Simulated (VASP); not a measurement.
# AlN (P6_3/mmc) in VASP: notebook

The runs below take AlN through single point, with LDA, PBEsol.

Program: VASP 6.6.1. These are calculated values, not measurements. Logs are shortened: lines on timing, memory, paths and dates and some standing lists are left out, and cuts for length are marked.

**1. The cell of the first run**

It takes space group P6_3/mmc (No. 194, hexagonal). The conventional cell has a = 3.334 Å, b = 3.334 Å, c = 4.215 Å, α = 90.00°, β = 90.00°, γ = 120.00°. Within 2.6 Å of Al (site symmetry -6m2) lie 5 N at 1.92 to 2.11 Å. N (site symmetry -6m2) has 5 Al at 1.92 to 2.11 Å within 2.6 Å.

**2. Single point, LDA (volume scaled by 1.02)**

Contents of INCAR:

```
SYSTEM = AlN
ALGO = Normal
EDIFF = 1E-6
ENCUT = 520
ISIF = 2
ISMEAR = -1
LASPH = .TRUE.
LCHARG = .FALSE.
LREAL = .FALSE.
LWAVE = .FALSE.
NBANDS = 16
NELM = 100
PREC = Accurate
SIGMA = 0.05
```

Contents of KPOINTS:

```
k-points
0
G
  9 9 7
  0 0 0
```

Contents of POSCAR:

```
AlN
1.0
    3.3340509224      0.0000000000      0.0000000000
   -1.6670254612      2.8873727963      0.0000000000
    0.0000000000      0.0000000000      4.2152960135
Al N
2 2
Direct
    0.6666666667      0.3333333333      0.2500000000
    0.3333333333      0.6666666667      0.7500000000
    0.6666666667      0.3333333333      0.7500000000
    0.3333333333      0.6666666667      0.2500000000
```

Potentials or basis: VASP PAW LDA potentials, release 64 (Al, N).

Run with:

```sh
> cat potpaw_LDA.64/Al/POTCAR potpaw_LDA.64/N/POTCAR > POTCAR
> mpirun -np 1 vasp_std > vasp.out
```

OUTCAR:

```text
SYSTEM = AlN
   EDIFF = 1E-6
   ENCUT = 520
   ISIF = 2
   ISMEAR = -1
   LASPH = .TRUE.
   LREAL = .FALSE.
   NELM = 100
   PREC = Accurate

 ion  position               nearest neighbor table
   1  0.667  0.333  0.250-   4 1.92   4 1.92   4 1.92   3 2.11   3 2.11   2 2.85   2 2.85   2 2.85
                             2 2.85   2 2.85   2 2.85
   2  0.333  0.667  0.750-   3 1.92   3 1.92   3 1.92   4 2.11   4 2.11   1 2.85   1 2.85   1 2.85
                             1 2.85   1 2.85   1 2.85
   3  0.667  0.333  0.750-   2 1.92   2 1.92   2 1.92   1 2.11   1 2.11
   4  0.333  0.667  0.250-   1 1.92   1 1.92   1 1.92   2 2.11   2 2.11

  LATTYP: Found a hexagonal cell.
 ALAT       =     3.3340509224
 C/A-ratio  =     1.2643166261

  Lattice vectors:

 A1 = (   3.3340509224,   0.0000000000,   0.0000000000)
 A2 = (  -1.6670254612,   2.8873727963,   0.0000000000)
 A3 = (   0.0000000000,   0.0000000000,   4.2152960135)

Analysis of symmetry for initial positions (statically):
=====================================================================
 Subroutine PRICEL returns:
 Original cell was already a primitive cell.

 Routine SETGRP: Setting up the symmetry group for a
 hexagonal supercell.

 Subroutine GETGRP returns: Found 24 space group operations
 (whereof 12 operations were pure point group operations)
 out of a pool of 24 trial point group operations.

The static configuration has the point symmetry D_3d.
 The point group associated with its full space group is D_6h.

Analysis of symmetry for dynamics (positions and initial velocities):
=====================================================================
 Subroutine PRICEL returns:
 Original cell was already a primitive cell.

 Routine SETGRP: Setting up the symmetry group for a
 hexagonal supercell.

 Subroutine GETGRP returns: Found 24 space group operations
 (whereof 12 operations were pure point group operations)
 out of a pool of 24 trial point group operations.

The dynamic configuration has the point symmetry D_3d.
 The point group associated with its full space group is D_6h.

 Subroutine INISYM returns: Found 24 space group operations
 (whereof 12 operations are pure point group operations),
 and found     1 'primitive' translations

----------------------------------------------------------------------------------------

                                     Primitive cell

  volume of cell :      40.5792

  direct lattice vectors                    reciprocal lattice vectors
     3.334050922  0.000000000  0.000000000     0.299935431  0.173167802  0.000000000
    -1.667025461  2.887372796  0.000000000     0.000000000  0.346335604  0.000000000
     0.000000000  0.000000000  4.215296013     0.000000000  0.000000000  0.237231264

  length of vectors
     3.334050922  3.334050922  4.215296013     0.346335604  0.346335604  0.237231264

  position of ions in fractional coordinates (direct lattice)
     0.666666667  0.333333333  0.250000000
     0.333333333  0.666666667  0.750000000
     0.666666667  0.333333333  0.750000000
     0.333333333  0.666666667  0.250000000

  ion indices of the primitive-cell ions
   primitive index   ion index
                 1           1
                 2           2
                 3           3
                 4           4

----------------------------------------------------------------------------------------

 KPOINTS: k-points

Automatic generation of k-mesh.
 Grid dimensions read from file:
 generate k-points for:    9    9    7

 Generating k-lattice:

  Cartesian coordinates                     Fractional coordinates (reciprocal lattice)
     0.033326159  0.019240867  0.000000000     0.111111111  0.000000000  0.000000000
     0.000000000  0.038481734  0.000000000     0.000000000  0.111111111  0.000000000
     0.000000000  0.000000000  0.033890181     0.000000000  0.000000000  0.142857143

  Length of vectors
     0.038481734  0.038481734  0.033890181

  Shift w.r.t. Gamma in fractional coordinates (k-lattice)
     0.000000000  0.000000000  0.000000000

 Subroutine IBZKPT returns following result:
 ===========================================

 Found     48 irreducible k-points:

 Following reciprocal coordinates:
            Coordinates               Weight
  0.000000  0.000000  0.000000      1.000000
  0.111111  0.000000  0.000000      6.000000
  0.222222 -0.000000  0.000000      6.000000
  0.333333 -0.000000  0.000000      6.000000
  0.444444 -0.000000  0.000000      6.000000
  0.111111  0.111111  0.000000      6.000000
[... 16 lines left out ...]
  0.333333  0.222222  0.142857     24.000000
  0.333333  0.333333  0.142857      4.000000
 [... further k-points ...]
   k-points           NKPTS =     48   k-points in BZ     NKDIM =     48   number of bands    NBANDS=     16
   number of dos      NEDOS =    301   number of ions     NIONS =      4
   total plane-waves  NPLWV =  25088
   dimension x,y,z NGX =    28 NGY =   28 NGZ =   32
   dimension x,y,z NGXF=    56 NGYF=   56 NGZF=   64
   ions per type =               2   2
   NGX,Y,Z   is equivalent  to a cutoff of  13.96, 13.96, 12.62 a.u.
   NGXF,Y,Z  is equivalent  to a cutoff of  27.92, 27.92, 25.24 a.u.
 SYSTEM =  AlN
   PREC   = accura    normal or accurate (medium, high low for compatibility)
   ISTART =      0    job   : 0-new  1-cont  2-samecut
   ICHARG =      2    charge: 1-file 2-atom 10-const
   ISPIN  =      1    spin polarized calculation?
   LNONCOLLINEAR =      F non collinear calculations
   LSORBIT =      F    spin-orbit coupling
   LASPH  =      T    aspherical Exc in radial PAW
   ENCUT  =  520.0 eV  38.22 Ry    6.18 a.u.   6.20  6.20  7.84*2*pi/ulx,y,z
   NELM   =    100;   NELMIN=  2; NELMDL= -5     # of ELM steps
   EDIFF  = 0.1E-05   stopping-criterion for ELM
   LREAL  =      F    real-space projection
   EDIFFG = 0.1E-04   stopping-criterion for IOM
   NSW    =      0    number of steps for IOM
   IBRION =     -1    ionic relax: 0-MD 1-quasi-New 2-CG
   NFREE  =      0    steps in history (QN), initial steepest desc. (CG)
   ISIF   =      2    stress and relaxation
   ISYM   =      2    0-nonsym 1-usesym 2-fastsym
   POTIM  = 0.5000    time-step for ionic-motion
   TEBEG  =    0.0;   TEEND  =   0.0 temperature during run
   PSTRESS=    0.0 pullay stress
   NELECT =      16.0000    total number of electrons
   NUPDOWN=      -1.0000    fix difference up-down
   EMIN   =  10.00;   EMAX   =-10.00  energy-range for DOS
   EFERMI =   0.00;   METHOD = LEGACY
   ISMEAR =    -1;   SIGMA  =   0.05  broadening in eV -4-tet -1-fermi 0-gaus
   EFERMI_NEDOS =   21; number of points for ismear=-14 and -15
   IALGO  =     38    algorithm
   IMIX   =      4    mixing-type and parameters
     AMIX     =   0.40;   BMIX     =  1.00
     AMIX_MAG =   1.60;   BMIX_MAG =  1.00
  volume/ion in A,a.u.               =      10.14        68.46
  Fermi-wavevector in a.u.,A,eV,Ry     =   1.200458  2.268537 19.607360  1.441100
  Thomas-Fermi vector in A             =   2.336294
   LORBIT       =      0    0 simple, 1 ext, 2 COOP (PROOUT), +10 PAW based schemes
   GGA     = CA    functional components
   LHFCALC =     F    Hartree Fock is set to
   AEXX    =    0.0000 exact exchange contribution
   IVDW    =     0    specifies the selected vdW correction
   LEPSILON=     F    determine dielectric tensor
   LRPA    =     F    only Hartree local field effects (RPA)
 non-spin polarized calculation
  energy-cutoff  :      520.00
  volume of cell :       40.58
 maximum number of plane-waves:      1106
 NGX is ok and might be reduce to    28
   NGX = 13   NGY = 13   NGZ = 15

 number of electron      16.0000001 magnetization

 Free energy of the ion-electron system (eV)
  ---------------------------------------------------
  ext. energy  EPLUGINS =         0.00000000
  ---------------------------------------------------
  free energy    TOTEN  =       -32.39246668 eV

  energy without entropy =      -32.39246668  energy(sigma->0) =      -32.39246668

 E-fermi :   8.3861     XC(G=0): -11.4006

 val. band max:        7.4619789516   @ k =   0.0000   0.0000   0.0000
 cond. band min:      10.5984220156   @ k =   0.0000   0.0000   0.0000
 fundamental gap:      3.1364430640
 Fermi energy:         8.3861387039

 k-point     1 :       0.0000    0.0000    0.0000
  band No.  band energies     occupation
      1      -9.0080      2.00000
      2      -5.3773      2.00000
      3       0.6834      2.00000
      4       4.2471      2.00000
      5       4.2471      2.00000
      6       5.8936      2.00000
[... 8 lines left out ...]
     15      18.9493      0.00000
     16      19.2126      0.00000

 k-point     2 :       0.1111    0.0000    0.0000
  band No.  band energies     occupation
      1      -8.8682      2.00000
      2      -5.3721      2.00000
      3       0.8330      2.00000
      4       3.7390      2.00000
      5       4.0490      2.00000
      6       5.3987      2.00000
[... 8 lines left out ...]
     15      18.6397      0.00000
     16      18.6698      0.00000

 k-point     3 :       0.2222   -0.0000    0.0000
  band No.  band energies     occupation
      1      -8.4673      2.00000
      2      -5.4025      2.00000
      3       1.2692      2.00000
      4       2.6551      2.00000
      5       3.6444      2.00000
      6       4.4925      2.00000
[... 8 lines left out ...]
     15      17.6895      0.00000
     16      19.5433      0.00000

 k-point     4 :       0.3333   -0.0000    0.0000
  band No.  band energies     occupation
      1      -7.8721      2.00000
      2      -5.5789      2.00000
      3       1.6682      2.00000
      4       1.9401      2.00000
      5       3.2772      2.00000
      6       3.6995      2.00000
[... 8 lines left out ...]
     15      18.4830      0.00000
     16      19.9404      0.00000
[... 324 lines left out ...]
 k-point    22 :       0.2222    0.2222    0.1429
  band No.  band energies     occupation
      1      -7.4499      2.00000
      2      -5.7781      2.00000
      3       1.4011      2.00000
      4       1.6453      2.00000
      5       3.3857      2.00000
      6       3.5532      2.00000
[... 8 lines left out ...]
     15      19.0342      0.00000
     16      20.1708      0.00000

 k-point    23 :       0.3333    0.2222    0.1429
  band No.  band energies     occupation
      1      -6.8939      2.00000
      2      -6.0694      2.00000
      3       1.0257      2.00000
      4       1.8519      2.00000
      5       2.6279      2.00000
      6       4.0742      2.00000
[... 8 lines left out ...]
     15      18.8744      0.00000
     16      20.2796      0.00000

 k-point    24 :       0.3333    0.3333    0.1429
  band No.  band energies     occupation
      1      -6.4311      2.00000
      2      -6.4311      2.00000
      3       0.9787      2.00000
      4       2.1144      2.00000
      5       2.1144      2.00000
      6       4.5938      2.00000
[... 8 lines left out ...]
     15      18.3973      0.00000
     16      19.9807      0.00000

 [... further k-points ...]

------------------------ aborting loop because EDIFF is reached ----------------------------------------

  FORCE on cell =-STRESS in cart. coord.  units (eV):
  Direction    XX          YY          ZZ          XY          YZ          ZX
  --------------------------------------------------------------------------------------
  -------------------------------------------------------------------------------------
  Total       -3.0481622     -3.0481622     -2.9618579      0.0000000     -0.0000000      0.0000000
  in kB     -120.3498324   -120.3498324   -116.9423011      0.0000000     -0.0000000      0.0000000
  external PRESSURE =    -119.2139886 kB  Pullay stress =       0.0000000 kB

 VOLUME and BASIS-vectors are now :
 -----------------------------------------------------------------------------
  energy-cutoff  :      520.00
  volume of cell :       40.58
      direct lattice vectors                 reciprocal lattice vectors
     3.334050922  0.000000000  0.000000000     0.299935431  0.173167802  0.000000000
    -1.667025461  2.887372796  0.000000000     0.000000000  0.346335604  0.000000000
     0.000000000  0.000000000  4.215296013     0.000000000  0.000000000  0.237231264

 POSITION                                       TOTAL-FORCE (eV/Angst)
 -----------------------------------------------------------------------------------
      1.66703      0.96246      1.05382        -0.000000      0.000000      0.000000
     -0.00000      1.92492      3.16147         0.000000     -0.000000      0.000000
      1.66703      0.96246      3.16147         0.000000      0.000000     -0.000000
     -0.00000      1.92492      1.05382        -0.000000     -0.000000      0.000000
 -----------------------------------------------------------------------------------
    total drift:                               -0.000000      0.000000     -0.000000

  FREE ENERGIE OF THE ION-ELECTRON SYSTEM (eV)
  ---------------------------------------------------
  free  energy   TOTEN  =       -32.3924666756 eV

  energy  without entropy=      -32.3924666756  energy(sigma->0) =      -32.39246668
```

It took 16 s on 1 thread of AMD EPYC 7R13 (Zen 3), shared host; peak memory 0.12 GiB.

What came out:

- Free energy: -32.3925 eV
- Pressure: -11.9 GPa
- Band gap on the k mesh: 3.14 eV, direct

Levels at points of the mesh, in eV from the valence-band top:
```tsv
k point	band 6	band 7	band 8	band 9	band 10	band 11
(0.00, 0.00, 0.00)	-1.57	-1.57	0.00	3.14	4.09	7.94
```

**3. Single point, PBEsol (volume scaled by 1.02)**

Contents of INCAR:

```
ALGO = Normal
EDIFF = 1E-6
ENCUT = 520
GGA = PS
ISIF = 2
ISMEAR = -1
LASPH = T
LCHARG = T
LELF = T
LREAL = F
LVHAR = T
LWAVE = F
NBANDS = 16
NELM = 80
PREC = Accurate
SIGMA = 0.05
```

Contents of KPOINTS:

```
k-points
0
Gamma
  9 9 7
```

POSCAR is that of step 2.

Potentials or basis: VASP PAW PBE potentials, release 64 (Al, N).

Run with:

```sh
> cat potpaw_PBE.64/Al/POTCAR potpaw_PBE.64/N/POTCAR > POTCAR
> mpirun -np 1 vasp_std > vasp.out
```

It took 19 s on 1 thread of AMD EPYC 7R13 (Zen 3), shared host; peak memory 0.14 GiB.

Results (log left out):

```yaml
Free_energy: -30.9110 eV
Pressure: -7.4 GPa
Band_gap_on_the_k_mesh: 3.04 eV, direct
```

Levels at points of the mesh, in eV from the valence-band top:
```csv
k point,band 6,band 7,band 8,band 9,band 10,band 11
"(0.00, 0.00, 0.00)",-1.58,-1.58,0.00,3.04,4.18,8.03
```

Caveat: the PAW data sets were made with another functional, which shifts forces and pressure a little. A k mesh can miss the band edges.

**4. Single point, LDA (volume scaled by 1.04)**

Contents of INCAR:

```
  PREC = Accurate
  ENCUT = 520
  EDIFF = 1E-6
  ISMEAR = -1
  SIGMA = 0.05
  LREAL = False
  LASPH = True
  NELM = 100
  ALGO = Normal
  ISIF = 2
  LWAVE = False
  LCHARG = False
  GGA = CA
  NBANDS = 16
```

Contents of KPOINTS:

```
regular mesh
0
Gamma
  9 9 7
```

Contents of POSCAR:

```
AlN
1.0
    3.3557012103      0.0000000000      0.0000000000
   -1.6778506052      2.9061224957      0.0000000000
    0.0000000000      0.0000000000      4.2426688325
Al N
2 2
Direct
    0.6666666667      0.3333333333      0.2500000000
    0.3333333333      0.6666666667      0.7500000000
    0.6666666667      0.3333333333      0.7500000000
    0.3333333333      0.6666666667      0.2500000000
```

Potentials or basis: VASP PAW LDA potentials, release 64 (Al, N).

Run with:

```sh
> cat potpaw_LDA.64/Al/POTCAR potpaw_LDA.64/N/POTCAR > POTCAR
> mpirun -np 1 vasp_std > vasp.out
```

Wall time 16 s (1 thread of AMD EPYC 7R13 (Zen 3), shared host); peak memory 0.12 GiB.

The run converged. Its results:

- Free energy: -32.3255 eV
- Pressure: -15.3 GPa
- Band gap on the k mesh: 2.99 eV, direct

Stress tensor (GPa, compression positive):
```
-15.61   0.00   0.00
  0.00 -15.61   0.00
  0.00   0.00 -14.52
```

Levels at points of the mesh, in eV from the valence-band top:
| k point | band 4 | band 5 | band 6 | band 7 | band 8 | band 9 | band 10 | band 11 | band 12 | band 13 |
| --- | --- | --- | --- | --- | --- | --- | --- | --- | --- | --- |
| (0.00, 0.00, 0.00) | -3.16 | -3.16 | -1.53 | -1.53 | 0.00 | 2.99 | 3.93 | 7.84 | 7.84 | 10.71 |

 A k mesh can miss the band edges.

**5. Overview**

```csv
level,potentials or basis,cell,gap on the mesh (eV),pressure (GPa)
LDA,"VASP PAW LDA potentials, release 64 (Al, N)","a = 3.334, b = 3.334, c = 4.215 Å, angles 90.0, 90.0, 120.0°, 4 atoms",3.14,-11.9
PBEsol,"VASP PAW PBE potentials, release 64 (Al, N)","a = 3.334, b = 3.334, c = 4.215 Å, angles 90.0, 90.0, 120.0°, 4 atoms",3.04,-7.4
LDA,"VASP PAW LDA potentials, release 64 (Al, N)","a = 3.356, b = 3.356, c = 4.243 Å, angles 90.0, 90.0, 120.0°, 4 atoms",2.99,-15.3
```

Alike in all rows: task single point; no spin polarisation; k mesh 9 × 9 × 7; cutoff (eV) 520; smearing fermi-dirac 0.05 eV.

Caveats: the PAW data sets were made with another functional, which shifts forces and pressure a little (some runs).

Total energies depend on the potentials used, so only differences within one code and one set of settings carry meaning.
